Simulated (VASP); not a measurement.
# Pd in VASP: single point with PBEsol

Aim: the single point of Pd with PBEsol.

Program: VASP 6.6.1. These are calculated values, not measurements. Logs are shortened: lines on timing, memory, paths and dates and some standing lists are left out, and cuts for length are marked.

## (1) The cell of the first run

The cell holds a slab with vacuum, 24 atoms: a = 5.501 Å, b = 8.252 Å, c = 18.835 Å, α = 90.00°, β = 90.00°, γ = 90.00°.

## (2) Single point, PBEsol

Input file INCAR:

```
PREC     = Accurate       # precision mode
ENCUT    = 520            # plane-wave cutoff, eV
EDIFF    = 1E-6           # SCF threshold, eV
ISMEAR   = -1             # smearing method
SIGMA    = 0.1            # smearing width, eV
LREAL    = Auto         
LASPH    = T              # aspherical terms in the spheres
NELM     = 60             # most SCF steps
ALGO     = Normal         # electronic algorithm
ISIF     = 2              # what is computed and relaxed
LWAVE    = F              # write WAVECAR
LCHARG   = F              # write CHGCAR
GGA      = PS             # functional
NBANDS   = 138            # bands
```

Input file KPOINTS:

```
Automatic mesh
0
Gamma
  2 2 1
```

Input file POSCAR:

```
Pd
1.0
    5.5012910000      0.0000000000      0.0000000000
    0.0000000000      8.2519360000      0.0000000000
    0.0000000000      0.0000000000     18.8350000000
Pd
24
Direct
    0.2499958646      0.1666639198      0.0530926467
    0.7500057714      0.1666639198      0.0530926467
    0.2499958646      0.5000038779      0.0530926467
    0.7500057714      0.5000038779      0.0530926467
    0.2499958646      0.8333317176      0.0530926467
    0.7500057714      0.8333317176      0.0530926467
   -0.0238853026      0.0065075638      0.1665675604
    0.4711621327      0.0011027715      0.1724289886
   -0.0033628470      0.3141202258      0.1682930714
    0.5072445722      0.3160228097      0.1558428458
   -0.0043807899      0.6714666716      0.1629731882
    0.5198052603      0.6909530079      0.1645925139
    0.2237111253      0.1572358293      0.2800955668
    0.7269384586      0.1893131503      0.2800371649
    0.2930403064      0.5014702004      0.2659994691
    0.7893056375      0.5020034087      0.2675869392
    0.2904590941      0.8199893940      0.2698699230
    0.7728913086      0.8146694303      0.2708149721
    0.0247396475     -0.0255212837      0.3652774091
    0.5063538722     -0.0195226914      0.3863445713
    0.4533299547      0.3344548479      0.3778497478
    0.9794064702      0.3296680924      0.3723121848
    0.1027213430      0.6728602839      0.3851977701
    0.6261984687      0.6355599462      0.3835996814
```

Potentials or basis: VASP PAW PBE potentials, release 64 (Pd).

Run with:

```
cat potpaw_PBE.64/Pd/POTCAR > POTCAR
mpirun -np 1 vasp_std > vasp.out
```

OUTCAR:

```text
PREC = Accurate
   ENCUT = 520
   EDIFF = 1E-6
   ISMEAR = -1
   LREAL = Auto
   LASPH = T
   NELM = 60
   ISIF = 2
   GGA = PS

 ion  position               nearest neighbor table
   1  0.250  0.167  0.053-  10 2.70   2 2.75   5 2.75   2 2.75   3 2.75   9 2.85   8 2.90   7 2.93

   2  0.750  0.167  0.053-  10 2.65   1 2.75   6 2.75   1 2.75   4 2.75   7 2.80   9 2.83   8 3.04

   3  0.250  0.500  0.053-   4 2.75   5 2.75   4 2.75   1 2.75  10 2.84  11 2.87   9 3.00  12 3.02
[... 33 lines left out ...]
  20  0.506  0.980  0.386-  19 2.68  17 2.82  19 2.88  14 2.91  24 2.92  13 2.92  21 2.94  18 2.96
                            23 3.37
  21  0.453  0.334  0.378-  22 2.61  24 2.66  14 2.66  15 2.67  13 2.67  22 2.90  20 2.94  16 3.10
                            23 3.40
  22  0.979  0.330  0.372-  14 2.51  21 2.61  13 2.62  16 2.65  21 2.90  23 2.92  19 2.94  15 3.00
                            24 3.19
  23  0.103  0.673  0.385-  19 2.55  24 2.64  17 2.69  15 2.85  24 2.90  22 2.92  18 3.05  16 3.14
                            20 3.37  21 3.40
  24  0.626  0.636  0.384-  16 2.61  23 2.64  21 2.66  18 2.71  23 2.90  20 2.92  15 3.08  22 3.19
                            17 3.21

  LATTYP: Found a simple orthorhombic cell.
 ALAT       =     5.5012910000
 B/A-ratio  =     1.4999999091
 C/A-ratio  =     3.4237418090

  Lattice vectors:

 A1 = (   5.5012910000,   0.0000000000,   0.0000000000)
 A2 = (   0.0000000000,   8.2519360000,   0.0000000000)
 A3 = (   0.0000000000,   0.0000000000,  18.8350000000)

Analysis of symmetry for initial positions (statically):
=====================================================================
 Subroutine PRICEL returns:
 Original cell was already a primitive cell.

 Routine SETGRP: Setting up the symmetry group for a
 simple orthorhombic supercell.

 Subroutine GETGRP returns: Found  1 space group operations
 (whereof  1 operations were pure point group operations)
 out of a pool of  8 trial point group operations.

The static configuration has the point symmetry C_1 .

Analysis of symmetry for dynamics (positions and initial velocities):
=====================================================================
 Subroutine PRICEL returns:
 Original cell was already a primitive cell.

 Routine SETGRP: Setting up the symmetry group for a
 simple orthorhombic supercell.

 Subroutine GETGRP returns: Found  1 space group operations
 (whereof  1 operations were pure point group operations)
 out of a pool of  8 trial point group operations.

The dynamic configuration has the point symmetry C_1 .

 Subroutine INISYM returns: Found  1 space group operations
 (whereof  1 operations are pure point group operations),
 and found     1 'primitive' translations

----------------------------------------------------------------------------------------

                                     Primitive cell

  volume of cell :     855.0393

  direct lattice vectors                    reciprocal lattice vectors
     5.501291000  0.000000000  0.000000000     0.181775514  0.000000000  0.000000000
     0.000000000  8.251936000  0.000000000     0.000000000  0.121183683  0.000000000
     0.000000000  0.000000000 18.835000000     0.000000000  0.000000000  0.053092647

  length of vectors
     5.501291000  8.251936000 18.835000000     0.181775514  0.121183683  0.053092647

  position of ions in fractional coordinates (direct lattice)
     0.249995865  0.166663920  0.053092647
     0.750005771  0.166663920  0.053092647
     0.249995865  0.500003878  0.053092647
     0.750005771  0.500003878  0.053092647
     0.249995865  0.833331718  0.053092647
     0.750005771  0.833331718  0.053092647
[... 16 lines left out ...]
     0.102721343  0.672860284  0.385197770
     0.626198469  0.635559946  0.383599681

  ion indices of the primitive-cell ions
   primitive index   ion index
                 1           1
                 2           2
                 3           3
                 4           4
                 5           5
                 6           6
[... 16 lines left out ...]
                23          23
                24          24

----------------------------------------------------------------------------------------

 KPOINTS: Automatic mesh

Automatic generation of k-mesh.
 Grid dimensions read from file:
 generate k-points for:    2    2    1

 Generating k-lattice:

  Cartesian coordinates                     Fractional coordinates (reciprocal lattice)
     0.090887757  0.000000000  0.000000000     0.500000000  0.000000000  0.000000000
     0.000000000  0.060591842  0.000000000     0.000000000  0.500000000  0.000000000
     0.000000000  0.000000000  0.053092647     0.000000000  0.000000000  1.000000000

  Length of vectors
     0.090887757  0.060591842  0.053092647

  Shift w.r.t. Gamma in fractional coordinates (k-lattice)
     0.000000000  0.000000000  0.000000000

 Subroutine IBZKPT returns following result:
 ===========================================

 Found      4 irreducible k-points:

 Following reciprocal coordinates:
            Coordinates               Weight
  0.000000  0.000000  0.000000      1.000000
  0.500000  0.000000  0.000000      1.000000
  0.000000  0.500000  0.000000      1.000000
  0.500000  0.500000  0.000000      1.000000
   k-points           NKPTS =      4   k-points in BZ     NKDIM =      4   number of bands    NBANDS=    138
   number of dos      NEDOS =    301   number of ions     NIONS =     24
   total plane-waves  NPLWV = 376320
   dimension x,y,z NGX =    42 NGY =   64 NGZ =  140
   dimension x,y,z NGXF=    84 NGYF=  128 NGZF=  280
   ions per type =              24
   NGX,Y,Z   is equivalent  to a cutoff of  12.69, 12.89, 12.36 a.u.
   NGXF,Y,Z  is equivalent  to a cutoff of  25.38, 25.79, 24.71 a.u.
 SYSTEM =  unknown system
   PREC   = accura    normal or accurate (medium, high low for compatibility)
   ISTART =      0    job   : 0-new  1-cont  2-samecut
   ICHARG =      2    charge: 1-file 2-atom 10-const
   ISPIN  =      1    spin polarized calculation?
   LNONCOLLINEAR =      F non collinear calculations
   LSORBIT =      F    spin-orbit coupling
   LASPH  =      T    aspherical Exc in radial PAW
   ENCUT  =  520.0 eV  38.22 Ry    6.18 a.u.  10.23 15.34 35.02*2*pi/ulx,y,z
   NELM   =     60;   NELMIN=  2; NELMDL= -5     # of ELM steps
   EDIFF  = 0.1E-05   stopping-criterion for ELM
   LREAL  =      T    real-space projection
   EDIFFG = 0.1E-04   stopping-criterion for IOM
   NSW    =      0    number of steps for IOM
   IBRION =     -1    ionic relax: 0-MD 1-quasi-New 2-CG
   NFREE  =      0    steps in history (QN), initial steepest desc. (CG)
   ISIF   =      2    stress and relaxation
   ISYM   =      2    0-nonsym 1-usesym 2-fastsym
   POTIM  = 0.5000    time-step for ionic-motion
   TEBEG  =    0.0;   TEEND  =   0.0 temperature during run
   PSTRESS=    0.0 pullay stress
   NELECT =     240.0000    total number of electrons
   NUPDOWN=      -1.0000    fix difference up-down
   EMIN   =  10.00;   EMAX   =-10.00  energy-range for DOS
   EFERMI =   0.00;   METHOD = LEGACY
   ISMEAR =    -1;   SIGMA  =   0.10  broadening in eV -4-tet -1-fermi 0-gaus
   EFERMI_NEDOS =   21; number of points for ismear=-14 and -15
   IALGO  =     38    algorithm
   IMIX   =      4    mixing-type and parameters
     AMIX     =   0.40;   BMIX     =  1.00
     AMIX_MAG =   1.60;   BMIX_MAG =  1.00
  volume/ion in A,a.u.               =      35.63       240.42
  Fermi-wavevector in a.u.,A,eV,Ry     =   1.071889  2.025577 15.632365  1.148946
  Thomas-Fermi vector in A             =   2.207643
   LORBIT       =      0    0 simple, 1 ext, 2 COOP (PROOUT), +10 PAW based schemes
   GGA     = PS    functional components
   LHFCALC =     F    Hartree Fock is set to
   AEXX    =    0.0000 exact exchange contribution
   IVDW    =     0    specifies the selected vdW correction
   LEPSILON=     F    determine dielectric tensor
   LRPA    =     F    only Hartree local field effects (RPA)
 non-spin polarized calculation
  energy-cutoff  :      520.00
  volume of cell :      855.04
 maximum number of plane-waves:     23069
 NGX is ok and might be reduce to    42
   NGX = 21   NGY = 31   NGZ = 71

 number of electron     240.0000007 magnetization

 Free energy of the ion-electron system (eV)
  ---------------------------------------------------
  ext. energy  EPLUGINS =         0.00000000
  ---------------------------------------------------
  free energy    TOTEN  =      -130.92898071 eV

  energy without entropy =     -129.31104047  energy(sigma->0) =     -130.12001059

 E-fermi :   0.9482     XC(G=0):  -6.5813

 val. band max:        0.9440414352   @ k =   0.0000   0.5000   0.0000
 cond. band min:       0.9520221823   @ k =   0.0000   0.0000   0.0000
 fundamental gap:      0.0079807471
 Fermi energy:         0.9481919014

 k-point     1 :       0.0000    0.0000    0.0000
  band No.  band energies     occupation
      1      -5.4377      2.00000
      2      -4.1813      2.00000
      3      -4.1147      2.00000
      4      -4.0079      2.00000
      5      -3.9382      2.00000
      6      -3.8261      2.00000
[... 124 lines left out ...]
    131       2.7285      0.00000
    132       2.9138      0.00000

 k-point     2 :       0.5000    0.0000    0.0000
  band No.  band energies     occupation
      1      -4.3355      2.00000
      2      -4.2870      2.00000
      3      -3.8214      2.00000
      4      -3.6966      2.00000
      5      -3.5174      2.00000
      6      -3.4954      2.00000
[... 124 lines left out ...]
    131       2.3304      0.00000
    132       2.3510      0.00000

 k-point     3 :       0.0000    0.5000    0.0000
  band No.  band energies     occupation
      1      -4.8988      2.00000
      2      -4.8092      2.00000
      3      -4.0265      2.00000
      4      -3.9454      2.00000
      5      -3.8701      2.00000
      6      -3.8600      2.00000
[... 124 lines left out ...]
    131       3.1875      0.00000
    132       3.2367      0.00000

 k-point     4 :       0.5000    0.5000    0.0000
  band No.  band energies     occupation
      1      -3.9813      2.00000
      2      -3.9034      2.00000
      3      -3.8046      2.00000
      4      -3.6755      2.00000
      5      -3.5170      2.00000
      6      -3.5028      2.00000
[... 124 lines left out ...]
    131       2.5491      0.00000
    132       2.5926      0.00000
 [bands above 132 left out]

------------------------ aborting loop because EDIFF is reached ----------------------------------------

  FORCE on cell =-STRESS in cart. coord.  units (eV):
  Direction    XX          YY          ZZ          XY          YZ          ZX
  --------------------------------------------------------------------------------------
  -------------------------------------------------------------------------------------
  Total      -32.9132157    -22.2896748    -13.7071793      1.5747748      0.5557069     -2.3569909
  in kB      -61.6729617    -41.7665132    -25.6845867      2.9508216      1.0412866     -4.4165423
  external PRESSURE =     -43.0413539 kB  Pullay stress =       0.0000000 kB

 VOLUME and BASIS-vectors are now :
 -----------------------------------------------------------------------------
  energy-cutoff  :      520.00
  volume of cell :      855.04
      direct lattice vectors                 reciprocal lattice vectors
     5.501291000  0.000000000  0.000000000     0.181775514  0.000000000  0.000000000
     0.000000000  8.251936000  0.000000000     0.000000000  0.121183683  0.000000000
     0.000000000  0.000000000 18.835000000     0.000000000  0.000000000  0.053092647

 POSITION                                       TOTAL-FORCE (eV/Angst)
 -----------------------------------------------------------------------------------
      1.37530      1.37530      1.00000        -0.215700     -0.167122      0.652647
      4.12600      1.37530      1.00000         0.106414     -0.210465      0.467229
      1.37530      4.12600      1.00000        -0.047952      0.078194      1.047805
      4.12600      4.12600      1.00000         0.059922      0.075389      0.927507
      1.37530      6.87660      1.00000        -0.045661      0.040324      0.830068
      4.12600      6.87660      1.00000         0.004808      0.173937      0.629207
[... 16 lines left out ...]
      0.56510      5.55240      7.25520         0.504528     -0.980447     -0.537045
      3.44490      5.24460      7.22510        -0.609241      0.602504     -0.195746
 -----------------------------------------------------------------------------------
    total drift:                               -0.003074     -0.010705      0.005547

  FREE ENERGIE OF THE ION-ELECTRON SYSTEM (eV)
  ---------------------------------------------------
  free  energy   TOTEN  =      -130.9289807144 eV

  energy  without entropy=     -129.3110404720  energy(sigma->0) =     -130.12001059
```

It took 21 min on 1 thread of Intel Xeon Platinum 8559C (Emerald Rapids), shared host; peak memory 0.89 GiB.

What came out:

```yaml
Free_energy: -130.9290 eV
Largest_force: 2.081 eV/Å
Band_gap_on_the_k_mesh: zero (bands 120 and 121 overlap by 0.17 eV)
```

Forces in eV/Å, atoms in the order of the input:
```
Pd  -0.216 -0.167  0.653
Pd   0.106 -0.210  0.467
Pd  -0.048  0.078  1.048
Pd   0.060  0.075  0.928
Pd  -0.046  0.040  0.830
Pd   0.005  0.174  0.629
Pd   0.016 -0.777 -0.152
Pd   0.514  0.743 -0.959
Pd   0.477  1.100 -0.800
Pd  -0.321  0.900  0.629
Pd   1.211 -0.310 -0.800
Pd  -0.521 -1.598 -1.074
Pd   0.873  0.709 -1.360
Pd  -0.653 -1.760 -0.899
Pd  -0.295 -0.423 -0.051
Pd  -0.179 -0.178 -0.318
Pd  -0.791  0.101  0.667
Pd   0.166  1.018  0.452
Pd  -1.072  0.296  1.146
Pd   0.324 -0.155 -1.197
Pd   0.562 -0.101 -0.027
Pd  -0.068  0.823  0.920
Pd   0.505 -0.980 -0.537
Pd  -0.609  0.603 -0.196
```

Caveat: the k points lie up to 0.57 Å⁻¹ apart; there is no dipole correction, which matters where the two faces differ; the PAW data sets were made with another functional, which shifts forces and pressure a little.
